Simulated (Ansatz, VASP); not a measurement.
Two plane-wave programs on KBr

```
K Br
1.0
     4.57666    0.00000    0.00000
     0.00000    4.57666    0.00000
     0.00000    0.00000   26.30692
K Br
1 1
Direct
  0.50000 0.50000 0.30306
  0.00000 0.00000 0.30515
```

Alike in both runs: functional PBE; k mesh 4 × 4 × 1; occupations gaussian, width 0.1 eV; no spin polarisation.

Ansatz relaxed the structure, and its values are those at the end. VASP's run is a single point on that final structure, the one shown.

|  | VASP | Ansatz |
| --- | --- | --- |
| version | VASP 6.6.1 | Ansatz 0.2.0 |
| potentials or method | VASP PAW PBE potentials, release 64 (K_sv, Br), cutoff 520 eV | scalar-relativistic, plane waves, PAW |
| valence electrons in the cell | 16 | 16 |

```csv
,VASP,Ansatz,Ansatz less VASP
gap on the k mesh at the Fermi level (eV),4.36,4.36,0.000
least direct gap on the mesh (eV),4.37,4.37,0.000
rms of the force components (eV/Å),0.018,0.018,+0.0001
```

Ansatz's warnings: slab cell height set.
